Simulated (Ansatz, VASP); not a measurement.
# Li4TaO: VASP beside Ansatz

INCAR

```
SYSTEM = Li4TaO
ALGO = Normal ; EDIFF = 1E-6
EDIFFG = -0.01 ; ENCUT = 600
GGA = PE ; IBRION = 2
ISIF = 3 ; ISMEAR = 0
LASPH = .TRUE. ; LCHARG = .FALSE.
LREAL = .FALSE. ; LWAVE = .FALSE.
NELM = 100 ; NSW = 100
PREC = Accurate ; SIGMA = 0.1
```

Contents of KPOINTS:

```
k-points
0
G
  12 12 12
  0 0 0
```

Contents of POSCAR:

```
Li4TaO
1.0
   -3.6896457500      3.6896457500      1.9423459054
    3.6896457500     -3.6896457500      1.9423459054
    3.6896457500      3.6896457500     -1.9423459054
Li Ta O
4 1 1
Direct
    0.9006663708      0.4006663708      0.8013327415
    0.5993336292      0.0993336292      0.1986672585
    0.0993336292      0.9006663708      0.5000000000
    0.4006663708      0.5993336292      0.5000000000
    0.5000000000      0.5000000000      0.0000000000
    0.0000000000      0.0000000000      0.0000000000
```

Input for Ansatz:

```yaml
crystal:
  lattice:
    - [-3.68964575, 3.68964575, 1.9423459054]
    - [3.68964575, -3.68964575, 1.9423459054]
    - [3.68964575, 3.68964575, -1.9423459054]
  atoms:
    - { symbol: Li, position: [0.9006663708, 0.4006663708, 0.8013327415] }
    - { symbol: Li, position: [0.5993336292, 0.0993336292, 0.1986672585] }
    - { symbol: Li, position: [0.0993336292, 0.9006663708, 0.5] }
    - { symbol: Li, position: [0.4006663708, 0.5993336292, 0.5] }
    - { symbol: Ta, position: [0.5, 0.5, 0.0] }
    - { symbol: O, position: [0.0, 0.0, 0.0] }
basis:
  ecutwfc: 420
kpoints:
  mp_grid: { grid: [12, 12, 12] }
hamiltonian:
  xc: pbe
scf:
  occupations: { method: gaussian, width: 0.1 }
output:
  forces: true
  stress: true
  eigenvalues: true
relax:
  adjacent_minimum: "off"
  f_tol: 0.01
  max_steps: 80
  cell: { stress_tol: 0.05 }
```

Change from the starting cell: species swapped into the Zr4FeNi type (I422, No. 97).

Alike in both runs: task relaxation of cell and atoms; functional PBE; k mesh 12 × 12 × 12; occupations gaussian, width 0.1 eV; no spin polarisation.

```csv
,VASP,Ansatz
version,VASP 6.6.1,Ansatz 0.2.0
potentials or method,"VASP PAW PBE potentials, release 64 (Li_sv, Ta_pv, O), cutoff 600 eV","scalar-relativistic, plane waves, PAW"
valence electrons in the cell,29,31
```

Ansatz gave:

- gap on the k mesh at the Fermi level, each at its own relaxed structure (eV): none
- relaxed volume (Å³/atom): 17.63
- relaxed cell length with the largest relative difference (Å): 5.568

Q: Estimate VASP's values.

A: gap on the k mesh at the Fermi level, each at its own relaxed structure (eV): none; relaxed volume (Å³/atom): 17.52; relaxed cell length with the largest relative difference (Å): 5.550.

A gap of «none» marks a metal or a gap that the smearing closes. VASP's potentials hold 29 valence electrons a cell and Ansatz's 31, so a difference there can come from the potentials and not from the codes.

Neither program's run includes spin-orbit coupling. Noted on VASP's run: the cutoff is short for stress, so the pressure is rough.
